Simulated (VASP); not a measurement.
# Ti (P6_3/mmc) in VASP: a series of runs

Runs on Ti. Level: LDA. Tasks: relaxation of cell and atoms.

Program: VASP 6.6.1. These are calculated values, not measurements. Logs are shortened: lines on timing, memory, paths and dates and some standing lists are left out, and cuts for length are marked.

### Step 1. The cell of the first run

The structure is hexagonal, space group P6_3/mmc (No. 194). The conventional cell has a = 2.950 Å, b = 2.950 Å, c = 4.680 Å, α = 90.00°, β = 90.00°, γ = 120.00°. Within 3.8 Å of Ti (site symmetry -6m2) lie 12 Ti at 2.89 to 2.95 Å.

### Step 2. Relaxation of cell and atoms, LDA, target pressure 20 GPa, at which the enthalpy is minimised

Input file INCAR:

```
PREC     = Accurate       # precision mode
ENCUT    = 500            # plane-wave cutoff, eV
EDIFF    = 1E-7           # SCF threshold, eV
ISMEAR   = -1             # smearing method
SIGMA    = 0.1            # smearing width, eV
LREAL    = False          # projectors in reciprocal space
LASPH    = True           # aspherical terms in the spheres
NELM     = 120            # most SCF steps
ALGO     = Normal         # electronic algorithm
ISIF     = 3              # what is computed and relaxed
LWAVE    = False          # write WAVECAR
LCHARG   = False          # write CHGCAR
GGA      = CA             # functional
IBRION   = 2              # ionic algorithm
NSW      = 80             # ionic steps
EDIFFG   = -0.01          # ionic threshold
PSTRESS  = 200.0        
GGA_COMPAT= False        
NELMIN   = 4
```

Input file KPOINTS:

```
regular mesh
0
Gamma
  9 9 5
```

Input file POSCAR:

```
Ti
1.0
    2.9500000000      0.0000000000      0.0000000000
   -1.4750000000      2.5547749400      0.0000000000
    0.0000000000      0.0000000000      4.6800000000
Ti
2
Direct
    0.3333333300      0.6666666700      0.2500000000
    0.6666666700      0.3333333300      0.7500000000
```

Potentials or basis: VASP PAW LDA potentials, release 64 (Ti_sv).

Started as:

```bash
> cat potpaw_LDA.64/Ti_sv/POTCAR > POTCAR
> mpirun -np 1 vasp_std > vasp.out
```

OUTCAR:

```text
PREC = Accurate
   ENCUT = 500
   EDIFF = 1E-7
   ISMEAR = -1
   LREAL = False
   LASPH = True
   NELM = 120
   ISIF = 3
   GGA = CA
   IBRION = 2
   NSW = 80
   EDIFFG = -0.01
   PSTRESS = 200.0
   NELMIN = 4

 ion  position               nearest neighbor table
   1  0.333  0.667  0.250-   2 2.89   2 2.89   2 2.89   2 2.89   2 2.89   2 2.89
   2  0.667  0.333  0.750-   1 2.89   1 2.89   1 2.89   1 2.89   1 2.89   1 2.89

  LATTYP: Found a hexagonal cell.
 ALAT       =     2.9500000000
 C/A-ratio  =     1.5864406780

  Lattice vectors:

 A1 = (   2.9500000000,   0.0000000000,   0.0000000000)
 A2 = (  -1.4750000000,   2.5547749400,   0.0000000000)
 A3 = (   0.0000000000,   0.0000000000,   4.6800000000)

Analysis of symmetry for initial positions (statically):
=====================================================================
 Subroutine PRICEL returns:
 Original cell was already a primitive cell.

 Routine SETGRP: Setting up the symmetry group for a
 hexagonal supercell.

 Subroutine GETGRP returns: Found 24 space group operations
 (whereof 12 operations were pure point group operations)
 out of a pool of 24 trial point group operations.

The static configuration has the point symmetry D_3d.
 The point group associated with its full space group is D_6h.

Analysis of symmetry for dynamics (positions and initial velocities):
=====================================================================
 Subroutine PRICEL returns:
 Original cell was already a primitive cell.

 Routine SETGRP: Setting up the symmetry group for a
 hexagonal supercell.

 Subroutine GETGRP returns: Found 24 space group operations
 (whereof 12 operations were pure point group operations)
 out of a pool of 24 trial point group operations.

The dynamic configuration has the point symmetry D_3d.
 The point group associated with its full space group is D_6h.

 Subroutine INISYM returns: Found 24 space group operations
 (whereof 12 operations are pure point group operations),
 and found     1 'primitive' translations

----------------------------------------------------------------------------------------

                                     Primitive cell

  volume of cell :      35.2712

  direct lattice vectors                    reciprocal lattice vectors
     2.950000000  0.000000000  0.000000000     0.338983051  0.195711956  0.000000000
    -1.475000000  2.554774940  0.000000000     0.000000000  0.391423911  0.000000000
     0.000000000  0.000000000  4.680000000     0.000000000  0.000000000  0.213675214

  length of vectors
     2.950000000  2.949999999  4.680000000     0.391423911  0.391423911  0.213675214

  position of ions in fractional coordinates (direct lattice)
     0.333333330  0.666666670  0.250000000
     0.666666670  0.333333330  0.750000000

  ion indices of the primitive-cell ions
   primitive index   ion index
                 1           1
                 2           2

----------------------------------------------------------------------------------------

 KPOINTS: regular mesh

Automatic generation of k-mesh.
 Grid dimensions read from file:
 generate k-points for:    9    9    5

 Generating k-lattice:

  Cartesian coordinates                     Fractional coordinates (reciprocal lattice)
     0.037664783  0.021745773  0.000000000     0.111111111  0.000000000  0.000000000
     0.000000000  0.043491546  0.000000000     0.000000000  0.111111111  0.000000000
     0.000000000  0.000000000  0.042735043     0.000000000  0.000000000  0.200000000

  Length of vectors
     0.043491546  0.043491546  0.042735043

  Shift w.r.t. Gamma in fractional coordinates (k-lattice)
     0.000000000  0.000000000  0.000000000

 Subroutine IBZKPT returns following result:
 ===========================================

 Found     36 irreducible k-points:

 Following reciprocal coordinates:
            Coordinates               Weight
  0.000000  0.000000  0.000000      1.000000
  0.111111 -0.000000  0.000000      6.000000
  0.222222 -0.000000  0.000000      6.000000
  0.333333 -0.000000  0.000000      6.000000
  0.444444 -0.000000  0.000000      6.000000
  0.111111  0.111111  0.000000      6.000000
[... 16 lines left out ...]
  0.333333  0.222222  0.200000     24.000000
  0.333333  0.333333  0.200000      4.000000
 [... further k-points ...]
   k-points           NKPTS =     36   k-points in BZ     NKDIM =     36   number of bands    NBANDS=     16
   number of dos      NEDOS =    301   number of ions     NIONS =      2
   total plane-waves  NPLWV =  20736
   dimension x,y,z NGX =    24 NGY =   24 NGZ =   36
   dimension x,y,z NGXF=    48 NGYF=   48 NGZF=   72
   ions per type =               2
   NGX,Y,Z   is equivalent  to a cutoff of  13.53, 13.53, 12.79 a.u.
   NGXF,Y,Z  is equivalent  to a cutoff of  27.05, 27.05, 25.58 a.u.
 SYSTEM =  unknown system
   PREC   = accura    normal or accurate (medium, high low for compatibility)
   ISTART =      0    job   : 0-new  1-cont  2-samecut
   ICHARG =      2    charge: 1-file 2-atom 10-const
   ISPIN  =      1    spin polarized calculation?
   LNONCOLLINEAR =      F non collinear calculations
   LSORBIT =      F    spin-orbit coupling
   LASPH  =      T    aspherical Exc in radial PAW
   ENCUT  =  500.0 eV  36.75 Ry    6.06 a.u.   5.38  5.38  8.53*2*pi/ulx,y,z
   NELM   =    120;   NELMIN=  4; NELMDL= -5     # of ELM steps
   EDIFF  = 0.1E-06   stopping-criterion for ELM
   LREAL  =      F    real-space projection
   EDIFFG = -.1E-01   stopping-criterion for IOM
   NSW    =     80    number of steps for IOM
   IBRION =      2    ionic relax: 0-MD 1-quasi-New 2-CG
   NFREE  =      1    steps in history (QN), initial steepest desc. (CG)
   ISIF   =      3    stress and relaxation
   ISYM   =      2    0-nonsym 1-usesym 2-fastsym
   POTIM  = 0.5000    time-step for ionic-motion
   TEBEG  =    0.0;   TEEND  =   0.0 temperature during run
   PSTRESS=  200.0 pullay stress
   NELECT =      24.0000    total number of electrons
   NUPDOWN=      -1.0000    fix difference up-down
   EMIN   =  10.00;   EMAX   =-10.00  energy-range for DOS
   EFERMI =   0.00;   METHOD = LEGACY
   ISMEAR =    -1;   SIGMA  =   0.10  broadening in eV -4-tet -1-fermi 0-gaus
   EFERMI_NEDOS =   21; number of points for ismear=-14 and -15
   IALGO  =     38    algorithm
   IMIX   =      4    mixing-type and parameters
     AMIX     =   0.40;   BMIX     =  1.00
     AMIX_MAG =   1.60;   BMIX_MAG =  1.00
  volume/ion in A,a.u.               =      17.64       119.01
  Fermi-wavevector in a.u.,A,eV,Ry     =   1.439920  2.721055 28.209912  2.073370
  Thomas-Fermi vector in A             =   2.558722
   LORBIT       =      0    0 simple, 1 ext, 2 COOP (PROOUT), +10 PAW based schemes
   GGA     = CA    functional components
   LHFCALC =     F    Hartree Fock is set to
   AEXX    =    0.0000 exact exchange contribution
   IVDW    =     0    specifies the selected vdW correction
   LEPSILON=     F    determine dielectric tensor
   LRPA    =     F    only Hartree local field effects (RPA)
 conjugate gradient relaxation of ions
 non-spin polarized calculation
  energy-cutoff  :      500.00
  volume of cell :       35.27
 maximum number of plane-waves:       929
 NGX is ok and might be reduce to    24
   NGX = 11   NGY = 11   NGZ = 17

--------------------------------------- Ionic step        1  -------------------------------------------

 number of electron      24.0000002 magnetization

 Free energy of the ion-electron system (eV)
  ---------------------------------------------------
  ext. energy  EPLUGINS =         0.00000000
  ---------------------------------------------------
  free energy    TOTEN  =       -17.03600540 eV

  energy without entropy =      -16.95657402  energy(sigma->0) =      -16.99628971

 E-fermi :   7.9017     XC(G=0): -11.7104

 val. band max:        7.8286292408   @ k =   0.1111   0.1111   0.4000
 cond. band min:       7.9236468006   @ k =   0.0000   0.0000   0.4000
 fundamental gap:      0.0950175598
 Fermi energy:         7.9016843967

 k-point     1 :       0.0000    0.0000    0.0000
  band No.  band energies     occupation
      1     -48.2472      2.00000
      2     -48.1118      2.00000
      3     -25.2082      2.00000
      4     -24.5802      2.00000
      5     -24.5802      2.00000
      6     -24.5126      2.00000
[... 8 lines left out ...]
     15       9.1547      0.00001
     16       9.1547      0.00001
[... 420 lines left out ...]
  band No.  band energies     occupation
      1     -48.0990      2.00000
      2     -48.0990      2.00000
      3     -24.9440      2.00000
      4     -24.9440      2.00000
      5     -24.9379      2.00000
      6     -24.7567      2.00000
[... 8 lines left out ...]
     15       9.3433      0.00000
     16      10.6211      0.00000

 [... further k-points ...]
[... 5 lines left out ...]
  --------------------------------------------------------------------------------------
  -------------------------------------------------------------------------------------
  Total       -2.1267782     -2.1267782     -2.2208792      0.0000000      0.0000000      0.0000000
  in kB      -96.6078175    -96.6078175   -100.8823077      0.0000000      0.0000000      0.0000000
  external PRESSURE =    -298.0326476 kB  Pullay stress =     200.0000000 kB
[... 251 lines left out ...]
  enthalpy is  TOTEN    =       -13.3838757815 eV   P V=        3.5400146375

--------------------------------------- Ionic step        8  -------------------------------------------

 number of electron      24.0000008 magnetization

 Free energy of the ion-electron system (eV)
  ---------------------------------------------------
  ext. energy  EPLUGINS =         0.00000000
  ---------------------------------------------------
  free energy    TOTEN  =       -16.91570590 eV

  energy without entropy =      -16.85448709  energy(sigma->0) =      -16.88509650

 E-fermi :  10.4164     XC(G=0): -12.8020

 val. band max:       10.1833493509   @ k =   0.4444  -0.0000   0.0000
 cond. band min:      10.4295397879   @ k =   0.3333   0.3333   0.4000
 fundamental gap:      0.2461904370
 Fermi energy:        10.4164447395

 k-point     1 :       0.0000    0.0000    0.0000
  band No.  band energies     occupation
      1     -45.4419      2.00000
      2     -45.1295      2.00000
      3     -22.6960      2.00000
      4     -21.4878      2.00000
      5     -21.4878      2.00000
      6     -21.3341      2.00000
[... 8 lines left out ...]
     15      11.9370      0.00000
     16      11.9897      0.00000
[... 420 lines left out ...]
  band No.  band energies     occupation
      1     -45.0871      2.00000
      2     -45.0871      2.00000
      3     -22.2284      2.00000
      4     -22.2133      2.00000
      5     -22.2133      2.00000
      6     -21.8707      2.00000
[... 8 lines left out ...]
     15      12.2204      0.00000
     16      13.8752      0.00000

 [... further k-points ...]
[... 5 lines left out ...]
  --------------------------------------------------------------------------------------
  -------------------------------------------------------------------------------------
  Total        3.5394428      3.5394428      3.5360768      0.0000000     -0.0000000      0.0000000
  in kB      200.4428169    200.4428166    200.2521932      0.0000000     -0.0000000      0.0000000
  external PRESSURE =       0.3792756 kB  Pullay stress =     200.0000000 kB
[... 17 lines left out ...]
  FREE ENERGIE OF THE ION-ELECTRON SYSTEM (eV)
  ---------------------------------------------------
  free  energy   TOTEN  =       -16.9157059031 eV

  energy  without entropy=      -16.8544870877  energy(sigma->0) =      -16.88509650

  enthalpy is  TOTEN    =       -13.3840823948 eV   P V=        3.5316235083

 reached required accuracy - stopping structural energy minimisation
```

It took 88 s on 1 thread of Intel Xeon Platinum 8375C at 2.90GHz (Ice Lake), shared host; peak memory 0.16 GiB.

What came out:

| Item | Value |
| --- | --- |
| Free energy | -16.9157 eV |
| Relaxed volume | 14.15 Å³/atom |
| Relaxed cell | a = 2.734 Å, b = 2.734 Å, c = 4.370 Å, α = 90.00°, β = 90.00°, γ = 120.00° |
| Space group after relaxing (to 0.05 Å) | P6_3/mmc (No. 194) |
| Energy change on relaxing (the enthalpy is what falls) | +60.1 meV/atom |
| Ionic steps | 8 |
| Pressure after relaxing | 20.0 GPa |
| Band gap on the k mesh | zero (band 12 reaches 11.29 eV, above the bottom of band 13 at 10.17 eV) |

Step by step:
```tsv
step	energy change (eV)	largest force (eV/Å)	pressure (GPa)	volume (Å³)
1	0.0000	0.0000	-9.80	35.27
2	2.6185	0.0000	105.09	21.04
3	0.0639	0.0000	16.90	28.79
4	0.1099	0.0000	19.47	28.38
5	0.1258	0.0000	20.35	28.25
6	0.1115	0.0000	19.57	28.36
7	0.1121	0.0000	19.61	28.36
8	0.1203	0.0000	20.04	28.29
```

Final structure:
```cif
data_structure
_symmetry_space_group_name_H-M 'P 1'
_symmetry_Int_Tables_number 1
_cell_length_a 2.7342
_cell_length_b 2.7342
_cell_length_c 4.3697
_cell_angle_alpha 90.000
_cell_angle_beta 90.000
_cell_angle_gamma 120.000
_cell_volume 28.29
loop_
_atom_site_label
_atom_site_type_symbol
_atom_site_fract_x
_atom_site_fract_y
_atom_site_fract_z
_atom_site_occupancy
Ti1 Ti 0.33333 0.66667 0.25000 1
Ti2 Ti 0.66667 0.33333 0.75000 1
```

Caveat: the cell is relaxed towards a set pressure, so the enthalpy falls and the energy may rise; the volume moved by over 15 % at a fixed basis, so the end points are rough. LDA usually gives volumes a few per cent too small.

### Step 3. Relaxation of cell and atoms, LDA, target pressure 30 GPa, at which the enthalpy is minimised

Input file INCAR:

```
SYSTEM = Ti
PREC = Accurate
ENCUT = 500
EDIFF = 1E-7
ISMEAR = -1
SIGMA = 0.1
LREAL = .FALSE.
LASPH = .TRUE.
NELM = 120
ALGO = Normal
ISIF = 3
LWAVE = .FALSE.
LCHARG = .FALSE.
IBRION = 2
NSW = 80
EDIFFG = -0.01
PSTRESS = 300.0
GGA_COMPAT = .FALSE.
NELMIN = 4
```

Input file KPOINTS:

```
regular mesh
0
G
  9 9 5
  0 0 0
```

POSCAR is that of step 2.

Potentials or basis: VASP PAW LDA potentials, release 64 (Ti_sv).

Started as:

```bash
> cat potpaw_LDA.64/Ti_sv/POTCAR > POTCAR
> mpirun -np 1 vasp_std > vasp.out
```

It took 74 s on 1 thread of Intel Xeon Platinum 8375C at 2.90GHz (Ice Lake), shared host; peak memory 0.16 GiB.

It converged, with:

- Free energy: -16.7046 eV
- Relaxed volume: 13.47 Å³/atom
- Relaxed cell: a = 2.685 Å, b = 2.685 Å, c = 4.313 Å, α = 90.00°, β = 90.00°, γ = 120.00°
- Space group after relaxing (to 0.05 Å): P6_3/mmc (No. 194)
- Energy change on relaxing (the enthalpy is what falls): +165.7 meV/atom
- Ionic steps: 7
- Pressure after relaxing: 29.9 GPa
- Band gap on the k mesh: zero (band 12 reaches 11.93 eV, above the bottom of band 13 at 10.81 eV)

The path:
```
step  energy change (eV)  largest force (eV/Å)  pressure (GPa)  volume (Å³)
   1              0.0000                0.0000           -9.80        35.27
   2              6.0889                0.0000          202.50        17.30
   3              0.1628                0.0000           22.26        27.97
   4              0.2941                0.0000           28.42        27.14
   5              0.3304                0.0000           30.00        26.94
   6              0.3305                0.0000           29.97        26.94
   7              0.3314                0.0000           29.94        26.93
```

Final structure:
```
Ti
1.0
     2.68514    0.00000    0.00000
    -1.34257    2.32540    0.00000
     0.00000    0.00000    4.31294
Ti
2
Direct
  0.33333 0.66667 0.25000
  0.66667 0.33333 0.75000
```

Levels at points of the mesh, in eV from the Fermi level:
```
           k point  band 9  band 10  band 11  band 12  band 13  band 14  band 15  band 16
(0.00, 0.00, 0.00)   -6.54    -3.33     0.89     0.89     0.95     1.57     1.57     2.17
```

Caveat: the cell is relaxed towards a set pressure, so the enthalpy falls and the energy may rise; the volume moved by over 15 % at a fixed basis, so the end points are rough. Zero-point motion and thermal expansion aren't in these numbers.
